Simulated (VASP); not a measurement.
Input of a VASP 6.6.1 run:

INCAR

```
ALGO = Normal
EDIFF = 1E-6
ENCUT = 600
GGA = PE
GGA_COMPAT = F
ISIF = 2
ISMEAR = -1
LASPH = T
LCHARG = F
LREAL = F
LWAVE = F
NBANDS = 15
NELM = 120
PREC = Accurate
SIGMA = 0.1
```

KPOINTS

```
k-points
0
Gamma
  8 8 8
```

The input POSCAR:

```
TaN
1.0
    0.0000000000      2.2093442832      2.2093442832
    2.2093442832      0.0000000000      2.2093442832
    2.2093442832      2.2093442832      0.0000000000
Ta N
1 1
Direct
    0.0000000000      0.0000000000      0.0000000000
    0.5000000000      0.5000000000      0.5000000000
```

Potentials or basis: VASP PAW PBE potentials, release 64 (Ta_pv, N).

The run is started by

```sh
$ cat potpaw_PBE.64/Ta_pv/POTCAR potpaw_PBE.64/N/POTCAR > POTCAR
$ mpirun -np 1 vasp_std > vasp.out
```

(1) What does it give for the pressure?

(2) What does it give for the band gap on the k mesh?

Answers

(1) 0.7 GPa.

(2) zero (bands 8 and 9 overlap by 3.93 eV).

Caveat: spin-orbit coupling is left out, which moves the levels of the heavy elements.
